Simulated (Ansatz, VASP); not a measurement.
One calculation of Si, two programs

Contents of INCAR:

```
SYSTEM = Si
ALGO = Normal
EDIFF = 1E-8
ENCUT = 520
GGA = PE
ISIF = 2
ISMEAR = -1
LASPH = .TRUE.
LCHARG = .FALSE.
LEFG = .TRUE.
LREAL = .FALSE.
LWAVE = .FALSE.
NBANDS = 11
NELM = 60
PREC = Accurate
SIGMA = 0.05
```

Contents of KPOINTS:

```
k-points
0
G
  10 10 10
  0 0 0
```

POSCAR

```
Si
1.0
    0.0000000000      2.7135600000      2.7135600000
    2.7135600000      0.0000000000      2.7135600000
    2.7135600000      2.7135600000      0.0000000000
Si
2
Direct
    0.7125000000      0.7125000000      0.7125000000
    0.5375000000      0.5375000000      0.5375000000
```

Input for Ansatz:

```yaml
crystal:
  lattice:
    - [0.0, 2.71356, 2.71356]
    - [2.71356, 0.0, 2.71356]
    - [2.71356, 2.71356, 0.0]
  atoms:
    - { symbol: Si, position: [0.7125, 0.7125, 0.7125] }
    - { symbol: Si, position: [0.5375, 0.5375, 0.5375] }
kpoints:
  mp_grid: { grid: [10, 10, 10] }
scf:
  occupations: { method: fermi_dirac, width: 0.05 }
hamiltonian:
  xc: pbe
  pseudopotentials: { kind: all_electron, datasets: crystal }
output:
  forces: true
  stress: true
  eigenvalues: true
  efg: { contact_densities: true }
```

Change from the starting cell: shortest bond scaled by 0.7, crystal datasets.

Alike in both runs: task electric field gradients; functional PBE; k mesh 10 × 10 × 10; occupations fermi-dirac, width 0.05 eV; no spin polarisation.

|  | VASP | Ansatz |
| --- | --- | --- |
| version | VASP 6.6.1 | Ansatz 0.2.0 |
| potentials or method | VASP PAW PBE potentials, release 64 (Si), cutoff 520 eV | all-electron PAW with datasets made for the crystal, scalar-relativistic |

VASP gave:

```
pressure (GPa)                                                : 45.6
traceless stress, the component that is largest in VASP (GPa) : 52.68
rms of the force components (eV/Å)                            : 15.427
size of Vzz on the site where it differs most (V/Å²)          : 85.7
```

What did Ansatz give for the same quantities?

Pressure (GPa): 46.0; traceless stress, the component that is largest in VASP (GPa): 53.20; rms of the force components (eV/Å): 15.575; size of Vzz on the site where it differs most (V/Å²): 58.6.

Atom by atom the forces differ by 0.148 eV/Å (rms over components). Both programs put the cell under a high pressure, so it lies far from rest at this level. Ansatz ran all-electron here, and VASP with PAW potentials.
